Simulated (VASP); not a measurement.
Here is a VASP 6.6.1 calculation.

File INCAR:

```
  ALGO = Normal
  EDIFF = 1E-6
  ENCUT = 400
  GGA = PE
  GGA_COMPAT = F
  ISIF = 2
  ISMEAR = 0
  LASPH = T
  LCHARG = F
  LREAL = F
  LWAVE = F
  NBANDS = 108
  NELM = 120
  PREC = Accurate
  SIGMA = 0.1
```

KPOINTS

```
Automatic mesh
0
Gamma
  4 4 3
  0.5 0.5 0
```

POSCAR

```
Si17Mo8
1.0
    6.4336947404      0.0000000000      0.0000000000
    0.0000000000      6.4336947404      0.0000000000
    0.0000000000      0.0000000000      7.8730199992
Si Mo
17 8
Direct
   -0.0226165533     -0.0737170505      0.3648061354
    0.4960048819     -0.0039866672      0.3359926687
   -0.0058983215      0.5348772578      0.3466170542
    0.2465800856      0.2484912736      0.8292225856
    0.4995348909      0.5064669885      0.3369482105
    0.7509574506      0.2512326222      0.8293864363
    0.2480792242      0.7513032861      0.8305426635
    0.7570677809      0.7542016207      0.8290366341
    0.0015078428      0.0034157667      0.6707718259
    0.4986936946      0.0019197367      0.6694550504
   -0.0012370808      0.4990424833      0.6706117856
    0.3237097941      0.2726116284      0.1351811630
    0.4958008001      0.4929319975      0.6709615879
    0.7151226761      0.2558951064      0.1533812946
    0.2539874933      0.7539910107      0.1640055532
    0.7435282824      0.7504634887      0.1630484871
    0.0344125746      0.2155888733      0.2500024133
    0.2568981070      0.2524959709      0.5054531807
    0.7465675936      0.2471783422      0.4984995593
    0.2570278925      0.7445636129      0.5033033068
    0.5121665129      0.5219734749     -0.0073798873
    0.7280244384      0.7378352862      0.5073777280
    0.0028154895      0.5034328066      0.0014981545
    0.5054316580     -0.0070309522     -0.0033058471
   -0.0024900156     -0.0068988352     -0.0054520375
```

Potentials or basis: VASP PAW PBE potentials, release 64 (Si, Mo_sv).

Launch:

```sh
$ cat potpaw_PBE.64/Si/POTCAR potpaw_PBE.64/Mo_sv/POTCAR > POTCAR
$ mpirun -np 1 vasp_std > vasp.out
```

Q: What does it give for the pressure?

A: 14.2 GPa.

Q: Predict the largest force.

A: 1.268 eV/Å.

Q: Predict the band gap on the k mesh.

A: Zero (bands 90 and 91 overlap by 0.31 eV).

Forces in eV/Å, atoms in the order of the input:
```
Si   0.593  0.063 -0.292
Si   0.033 -0.067  0.003
Si   0.023  0.426  0.183
Si   0.067 -0.005  0.020
Si   0.007  0.003 -0.022
Si   0.037 -0.049 -0.005
Si  -0.002 -0.051 -0.001
Si   0.024 -0.104  0.010
Si   0.005 -0.067 -0.020
Si   0.051  0.002  0.001
Si   0.049 -0.037  0.005
Si  -0.063 -0.593  0.292
Si   0.104 -0.024 -0.010
Si  -0.426 -0.023 -0.183
Si   0.067 -0.033 -0.003
Si  -0.003 -0.007  0.022
Si  -0.896  0.896  0.000
Mo   0.071 -0.068 -0.114
Mo   0.036 -0.016 -0.017
Mo   0.177 -0.007  0.057
Mo  -0.170 -0.123  0.080
Mo   0.123  0.169 -0.080
Mo   0.016 -0.036  0.017
Mo   0.008 -0.177 -0.057
Mo   0.067 -0.071  0.114
```
